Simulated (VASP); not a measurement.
Input of a VASP 6.6.1 run:

INCAR

```
SYSTEM = Mg8HO8
PREC     = Accurate       ! precision mode
ENCUT    = 520            ! plane-wave cutoff, eV
EDIFF    = 1E-7           ! SCF threshold, eV
ISMEAR   = 0              ! smearing method
SIGMA    = 0.02           ! smearing width, eV
LREAL    = Auto         
LASPH    = .True.         ! aspherical terms in the spheres
NELM     = 80             ! most SCF steps
ALGO     = Normal         ! electronic algorithm
ISIF     = 2              ! what is computed and relaxed
LWAVE    = .False.        ! write WAVECAR
LCHARG   = .True.         ! write CHGCAR
GGA      = PE             ! functional
IVDW     = 12             ! dispersion correction
LELF     = .True.         ! ELF
LVHAR    = .True.       
NBANDS   = 46             ! bands
NELECT   = 64.0
```

File KPOINTS:

```
regular mesh
0
Gamma
  3 3 3
  0 0 0
```

POSCAR

```
Mg8HO8
1.0
    0.0000000000      4.2665000000      4.2665000000
    4.2665000000      0.0000000000      4.2665000000
    4.2665000000      4.2665000000      0.0000000000
Mg O H
8 8 1
Direct
   -0.0013753662     -0.0053512247      0.0076170163
   -0.0259807805     -0.0124490800      0.5235279503
   -0.0052434079      0.4951166061      0.0033915387
   -0.0050878941      0.4950853158      0.5153192312
    0.5150982070     -0.0126315481     -0.0181283253
    0.5158898394     -0.0131599672      0.5250326966
    0.5064234150      0.4948553850      0.0037669050
    0.4965340443      0.5015737724      0.5052634478
    0.2469114028      0.2475095512      0.2570316419
    0.2515014649      0.2441396930      0.7564786124
    0.2481766085      0.7501011368      0.2569500762
    0.2483400914      0.7503335287      0.7531379351
    0.7475679128      0.2443983359      0.2601149654
    0.7475936951      0.2443287238      0.7565478730
    0.7433979843      0.7509885152      0.2572704793
    0.7519546467      0.7364491972      0.7603840384
    0.3165544357      0.0478944099      0.3236745576
```

Potentials or basis: VASP PAW PBE potentials, release 64 (Mg, O, H).

Command:

```bash
$ cat potpaw_PBE.64/Mg/POTCAR potpaw_PBE.64/O/POTCAR potpaw_PBE.64/H/POTCAR > POTCAR
$ mpirun -np 1 vasp_std > vasp.out
```

Question: Estimate the dispersion energy per atom.

Answer: -0.275 eV.

Question: Estimate the largest force.

Answer: 0.145 eV/Å.

Forces on the atoms (eV/Å):
```
Mg   0.007  0.000  0.001
Mg   0.002 -0.005 -0.045
Mg  -0.002 -0.010 -0.010
Mg   0.010  0.002 -0.006
Mg  -0.026  0.012 -0.004
Mg  -0.005  0.023  0.006
Mg  -0.001  0.005  0.012
Mg  -0.005  0.006 -0.006
O    0.073 -0.073  0.103
O    0.005 -0.001 -0.005
O    0.007 -0.011  0.006
O    0.009 -0.007  0.007
O   -0.006  0.007 -0.002
O    0.002  0.005  0.002
O    0.000  0.000  0.015
O   -0.003  0.005 -0.006
H   -0.068  0.042 -0.067
```

Caveat: the k points lie up to 0.43 Å⁻¹ apart; the cell carries a net charge on a neutralising background, which shifts energy and pressure.
